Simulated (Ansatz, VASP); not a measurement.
# Rb in VASP and in Ansatz

```
Rb
1.0
    -2.83590    2.83590    2.83590
     2.83590   -2.83590    2.83590
     2.83590    2.83590   -2.83590
Rb
1
Direct
  0.00000 0.00000 0.00000
```

Alike in both runs: task single point; functional PBE; k mesh 8 × 8 × 8; occupations methfessel-paxton of order 1, width 1 eV; no spin polarisation.

```csv
,VASP,Ansatz
version,VASP 6.6.1,Ansatz 0.2.0
potentials or method,"VASP PAW PBE potentials, release 64 (Rb_sv), cutoff 520 eV","plane waves (420 eV) with PAW, scalar-relativistic"
valence electrons in the cell,9,9
```

|  | VASP | Ansatz | Ansatz less VASP |
| --- | --- | --- | --- |
| pressure (GPa) | 0.0 | 0.0 | 0.00 |
